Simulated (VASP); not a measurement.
**Sr: single point with PBE**

Crystal: Sr.

```
Sr
1.0
     7.28902    0.00000    0.00000
    -3.64451    6.31248    0.00000
     0.00000    0.00000    4.05162
Sr
3
Direct
  0.00000 0.65163 0.00000
  0.34837 0.34837 0.00000
  0.65163 0.00000 0.00000
```

This cell differs from its parent crystal: functional PBE, strained.

```
Program                : VASP 6.6.1
Task                   : single point
Functional             : PBE
Potentials or basis    : VASP PAW PBE potentials, release 64 (Sr_sv)
Cutoff                 : 520 eV
k mesh                 : 9 × 9 × 12
Occupations            : gaussian, width 0.1 eV
Spin                   : no spin polarisation
Dipole correction      : no
Further INCAR settings : ALGO = Normal; EDIFF = 1e-06; NBANDS = 22
```

```json
{
 "Pressure": "-0.7 GPa",
 "Largest force": "0.185 eV/Å",
 "Band gap on the k mesh": "zero (band 15 reaches 1.51 eV, above the bottom of band 16 at 0.95 eV)"
}
```

Forces in eV/Å, atoms in the order of the input:
```
Sr  -0.092  0.160  0.000
Sr  -0.092 -0.160  0.000
Sr   0.185  0.000  0.000
```

Stress tensor (GPa, compression positive):
```
-0.53  0.00  0.00
 0.00 -0.53  0.00
 0.00  0.00 -1.10
```

Levels at points of the mesh, in eV from the Fermi level:
```
           k point  band 12  band 13  band 14  band 15  band 16  band 17  band 18  band 19
(0.00, 0.00, 0.00)   -18.78    -3.37     0.08     0.08     0.10     0.11     0.27     0.27
(0.00, 0.00, 0.50)   -18.78    -1.49    -0.38     0.40     0.59     0.59     0.80     1.45
```

Wall time 4.6 min on 1 thread of AMD EPYC 7R43 64-Core Processor (Zen 3), with other jobs on the host, peak memory 0.42 GiB.

Caveat: the cell differs from its parent crystal (functional PBE, strained).
